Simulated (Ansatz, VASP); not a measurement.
# One calculation of CdTe4, two programs

```xyz
5
Lattice="5.5560 0.0000 0.0000 0.0000 5.5560 0.0000 0.0000 0.0000 5.5560" Properties=species:S:1:pos:R:3 pbc="T T T"
Cd    0.0000    0.0000    0.0000
Te    2.7780    0.0000    0.0000
Te    0.0000    2.7780    0.0000
Te    0.0000    0.0000    2.7780
Te    2.7780    2.7780    2.7780
```

Alike in both runs: functional PBE; k mesh 8 × 8 × 8; occupations gaussian, width 0.1 eV; no spin polarisation.

Ansatz relaxed the structure, and its values are those at the end. VASP's run is a single point on that final structure, the one shown.

|  | VASP | Ansatz |
| --- | --- | --- |
| version | VASP 6.6.1 | Ansatz 0.2.0 |
| potentials or method | VASP PAW PBE potentials, release 64 (Cd, Te), cutoff 520 eV | scalar-relativistic, plane waves, PAW |
| valence electrons in the cell | 36 | 84 |

VASP gave:

| Quantity | Value |
| --- | --- |
| gap on the k mesh at the Fermi level (eV) | none |
| pressure (GPa) | 0.1 |

What did Ansatz give for the same quantities?

gap on the k mesh at the Fermi level (eV): none; pressure (GPa): 0.0.

A gap of «none» marks a metal or a gap that the smearing closes. With one functional, cell and mesh, what is left measures potentials, basis and numerics. VASP's potentials hold 36 valence electrons a cell and Ansatz's 84, so a difference there can come from the potentials and not from the codes.

Neither program's run includes spin-orbit coupling.
